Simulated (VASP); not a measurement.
# HgTe (I-4m2) in VASP: single point with PBE

Aim: the single point of HgTe with PBE.

Program: VASP 6.6.1. These are calculated values, not measurements. Logs are shortened: lines on timing, memory, paths and dates and some standing lists are left out, and cuts for length are marked.

## 1. The cell of the first run

The structure is tetragonal, space group I-4m2 (No. 119). The conventional cell has a = 4.695 Å, b = 4.695 Å, c = 6.447 Å, α = 90.00°, β = 90.00°, γ = 90.00°. Hg (site symmetry -4m2) has 4 Te at 2.85 Å within 3.8 Å. Within 3.8 Å of Te (site symmetry -4m2) lie 4 Hg at 2.85 Å.

## 2. Single point, PBE (equal xx and yy strain of +3 %)

File INCAR:

```
SYSTEM = HgTe
ALGO = Normal
EDIFF = 1E-6
ENCUT = 520
GGA = PE
ISIF = 2
ISMEAR = -1
LASPH = .True.
LCHARG = .False.
LREAL = .False.
LWAVE = .False.
NBANDS = 16
NELM = 60
PREC = Accurate
SIGMA = 0.03
```

File KPOINTS:

```
k-points
0
Gamma
  11 11 11
  0 0 0
```

File POSCAR:

```
HgTe
1.0
    0.0000000000      3.3202050000      3.2235000000
    3.3202050000      0.0000000000      3.2235000000
    3.3202050000      3.3202050000      0.0000000000
Hg Te
1 1
Direct
    0.0000000000      0.0000000000      0.0000000000
    0.7500000000      0.7500000000      0.7500000000
```

Potentials or basis: VASP PAW PBE potentials, release 64 (Hg, Te).

Command:

```console
> cat potpaw_PBE.64/Hg/POTCAR potpaw_PBE.64/Te/POTCAR > POTCAR
> mpirun -np 1 vasp_std > vasp.out
```

OUTCAR:

```text
SYSTEM = HgTe
   EDIFF = 1E-6
   ENCUT = 520
   GGA = PE
   ISIF = 2
   ISMEAR = -1
   LASPH = .True.
   LREAL = .False.
   NELM = 60
   PREC = Accurate

 ion  position               nearest neighbor table
   1  0.000  0.000  0.000-   2 2.85   2 2.85   2 2.85   2 2.85
   2  0.750  0.750  0.750-   1 2.85   1 2.85   1 2.85   1 2.85

  LATTYP: Found a body centered tetragonal cell.
 ALAT       =     4.6954789409
 C/A-ratio  =     1.3730228761

  Lattice vectors:

 A1 = (   0.0000000000,  -3.3202050000,  -3.2235000000)
 A2 = (   0.0000000000,   3.3202050000,  -3.2235000000)
 A3 = (   3.3202050000,   0.0000000000,   3.2235000000)

Analysis of symmetry for initial positions (statically):
=====================================================================
 Subroutine PRICEL returns:
 Original cell was already a primitive cell.

 Routine SETGRP: Setting up the symmetry group for a
 body centered tetragonal supercell.

 Subroutine GETGRP returns: Found  8 space group operations
 (whereof  8 operations were pure point group operations)
 out of a pool of 16 trial point group operations.

The static configuration has the point symmetry D_2d.

Analysis of symmetry for dynamics (positions and initial velocities):
=====================================================================
 Subroutine PRICEL returns:
 Original cell was already a primitive cell.

 Routine SETGRP: Setting up the symmetry group for a
 body centered tetragonal supercell.

 Subroutine GETGRP returns: Found  8 space group operations
 (whereof  8 operations were pure point group operations)
 out of a pool of 16 trial point group operations.

The dynamic configuration has the point symmetry D_2d.

 Subroutine INISYM returns: Found  8 space group operations
 (whereof  8 operations are pure point group operations),
 and found     1 'primitive' translations

----------------------------------------------------------------------------------------

                                     Primitive cell

  volume of cell :      71.0702

  direct lattice vectors                    reciprocal lattice vectors
     0.000000000  3.320205000  3.223500000    -0.150593111  0.150593111  0.155110904
     3.320205000  0.000000000  3.223500000     0.150593111 -0.150593111  0.155110904
     3.320205000  3.320205000  0.000000000     0.150593111  0.150593111 -0.155110904

  length of vectors
     4.627603429  4.627603429  4.695478941     0.263469093  0.263469093  0.263469093

  position of ions in fractional coordinates (direct lattice)
     0.000000000  0.000000000  0.000000000
     0.750000000  0.750000000  0.750000000

[... 71 lines left out ...]
   LNONCOLLINEAR =      F non collinear calculations
   LSORBIT =      F    spin-orbit coupling
   LASPH  =      T    aspherical Exc in radial PAW
   ENCUT  =  520.0 eV  38.22 Ry    6.18 a.u.   8.60  8.60  8.73*2*pi/ulx,y,z
   NELM   =     60;   NELMIN=  2; NELMDL= -5     # of ELM steps
   EDIFF  = 0.1E-05   stopping-criterion for ELM
   LREAL  =      F    real-space projection
   EDIFFG = 0.1E-04   stopping-criterion for IOM
   NSW    =      0    number of steps for IOM
   IBRION =     -1    ionic relax: 0-MD 1-quasi-New 2-CG
   NFREE  =      0    steps in history (QN), initial steepest desc. (CG)
   ISIF   =      2    stress and relaxation
   ISYM   =      2    0-nonsym 1-usesym 2-fastsym
   POTIM  = 0.5000    time-step for ionic-motion
   TEBEG  =    0.0;   TEEND  =   0.0 temperature during run
   PSTRESS=    0.0 pullay stress
   NELECT =      18.0000    total number of electrons
   NUPDOWN=      -1.0000    fix difference up-down
   EMIN   =  10.00;   EMAX   =-10.00  energy-range for DOS
   EFERMI =   0.00;   METHOD = LEGACY
   ISMEAR =    -1;   SIGMA  =   0.03  broadening in eV -4-tet -1-fermi 0-gaus
   EFERMI_NEDOS =   21; number of points for ismear=-14 and -15
   IALGO  =     38    algorithm
   IMIX   =      4    mixing-type and parameters
     AMIX     =   0.40;   BMIX     =  1.00
     AMIX_MAG =   1.60;   BMIX_MAG =  1.00
  volume/ion in A,a.u.               =      35.54       239.80
  Fermi-wavevector in a.u.,A,eV,Ry     =   1.035786  1.957351 14.597033  1.072852
  Thomas-Fermi vector in A             =   2.170145
   LORBIT       =      0    0 simple, 1 ext, 2 COOP (PROOUT), +10 PAW based schemes
   GGA     = PE    functional components
   LHFCALC =     F    Hartree Fock is set to
   AEXX    =    0.0000 exact exchange contribution
   IVDW    =     0    specifies the selected vdW correction
   LEPSILON=     F    determine dielectric tensor
   LRPA    =     F    only Hartree local field effects (RPA)
 non-spin polarized calculation
  energy-cutoff  :      520.00
  volume of cell :       71.07
 maximum number of plane-waves:      1944
   NGX = 17   NGY = 17   NGZ = 17

 number of electron      18.0000002 magnetization

 Free energy of the ion-electron system (eV)
  ---------------------------------------------------
  ext. energy  EPLUGINS =         0.00000000
  ---------------------------------------------------
  free energy    TOTEN  =        -3.63920812 eV

  energy without entropy =       -3.63908443  energy(sigma->0) =       -3.63914628

 E-fermi :   2.6182     XC(G=0):  -8.5120

 val. band max:        2.5358626542   @ k =   0.0000   0.0000   0.0000
 cond. band min:       2.6259528054   @ k =   0.0000   0.0000   0.0000
 fundamental gap:      0.0900901511
 Fermi energy:         2.6182089306

 k-point     1 :       0.0000    0.0000    0.0000
  band No.  band energies     occupation
      1      -9.0628      2.00000
      2      -4.4988      2.00000
      3      -4.4988      2.00000
      4      -4.4928      2.00000
      5      -4.0366      2.00000
      6      -4.0194      2.00000
[... 433 lines left out ...]
      3      -4.3885      2.00000
      4      -4.2883      2.00000
      5      -4.0510      2.00000
      6      -4.0079      2.00000
[... 8 lines left out ...]
     15      11.5947      0.00000
     16      12.0313      0.00000

 [... further k-points ...]
[... 5 lines left out ...]
  --------------------------------------------------------------------------------------
  -------------------------------------------------------------------------------------
  Total        0.5257212      0.5257212      0.6987027      0.0000000     -0.0000000      0.0000000
  in kB       11.8516445     11.8516445     15.7512674      0.0000000     -0.0000000      0.0000000
  external PRESSURE =      13.1515188 kB  Pullay stress =       0.0000000 kB

 VOLUME and BASIS-vectors are now :
 -----------------------------------------------------------------------------
  energy-cutoff  :      520.00
  volume of cell :       71.07
      direct lattice vectors                 reciprocal lattice vectors
     0.000000000  3.320205000  3.223500000    -0.150593111  0.150593111  0.155110904
     3.320205000  0.000000000  3.223500000     0.150593111 -0.150593111  0.155110904
     3.320205000  3.320205000  0.000000000     0.150593111  0.150593111 -0.155110904

 POSITION                                       TOTAL-FORCE (eV/Angst)
 -----------------------------------------------------------------------------------
      0.00000      0.00000      0.00000         0.000000      0.000000     -0.000000
      4.98031      4.98031      4.83525        -0.000000     -0.000000      0.000000
 -----------------------------------------------------------------------------------
    total drift:                                0.000000      0.000000     -0.000000

  FREE ENERGIE OF THE ION-ELECTRON SYSTEM (eV)
  ---------------------------------------------------
  free  energy   TOTEN  =        -3.6392081216 eV

  energy  without entropy=       -3.6390844345  energy(sigma->0) =       -3.63914628
```

OSZICAR:

```text
N       E                     dE             d eps       ncg     rms          rms(c)
DAV:   1     0.103666969984E+03    0.10367E+03   -0.79678E+03  4064   0.965E+02
DAV:   2    -0.172471959529E+00   -0.10384E+03   -0.97213E+02  4680   0.226E+02
DAV:   3    -0.380886909184E+01   -0.36364E+01   -0.36274E+01  4888   0.435E+01
DAV:   4    -0.384411198341E+01   -0.35243E-01   -0.35240E-01  6080   0.387E+00
DAV:   5    -0.384420642394E+01   -0.94441E-04   -0.94440E-04  5192   0.188E-01    0.684E+00
DAV:   6    -0.364614761084E+01    0.19806E+00   -0.39010E-01  4840   0.816E+00    0.550E+00
DAV:   7    -0.363970455126E+01    0.64431E-02   -0.90381E-02  4776   0.202E+00    0.211E+00
DAV:   8    -0.363914501134E+01    0.55954E-03   -0.91876E-03  4640   0.108E+00    0.486E-01
DAV:   9    -0.363916586088E+01   -0.20850E-04   -0.70843E-04  5360   0.300E-01    0.104E-01
DAV:  10    -0.363919512156E+01   -0.29261E-04   -0.85957E-05  5080   0.805E-02    0.469E-02
DAV:  11    -0.363920936427E+01   -0.14243E-04   -0.28262E-05  5104   0.373E-02    0.263E-02
DAV:  12    -0.363920817292E+01    0.11913E-05   -0.32656E-06  4688   0.126E-02    0.158E-02
DAV:  13    -0.363920812157E+01    0.51356E-07   -0.34295E-07  3304   0.309E-03
   1 F= -.36392081E+01 E0= -.36391463E+01  d E =-.123687E-03
```

stdout:

```text
POSCAR found type information on POSCAR HgTe
 POSCAR found :  2 types and       2 ions
 scaLAPACK will be used
 LDA part: xc-table for (Slater+PW92), standard interpolation
 POSCAR, INCAR and KPOINTS ok, starting setup
 FFT: planning ... GRIDC
 FFT: planning ... GRID_SOFT
 FFT: planning ... GRID
 WAVECAR not read
 entering main loop
```

Wall time 46 s (1 thread of Intel Xeon 6975P-C (Granite Rapids), shared host); peak memory 0.3 GiB.

What came out:

```yaml
Free_energy: -3.6392 eV
Pressure: 1.3 GPa
Band_gap_on_the_k_mesh: 0.09 eV, direct
```

Stress tensor (GPa, compression positive):
```
1.19 0.00 0.00
0.00 1.19 0.00
0.00 0.00 1.58
```

Caveat: the cell differs from its parent crystal (equal xx and yy strain of +3 %); spin-orbit coupling is left out, which moves the levels of the heavy elements. A k mesh can miss the band edges.
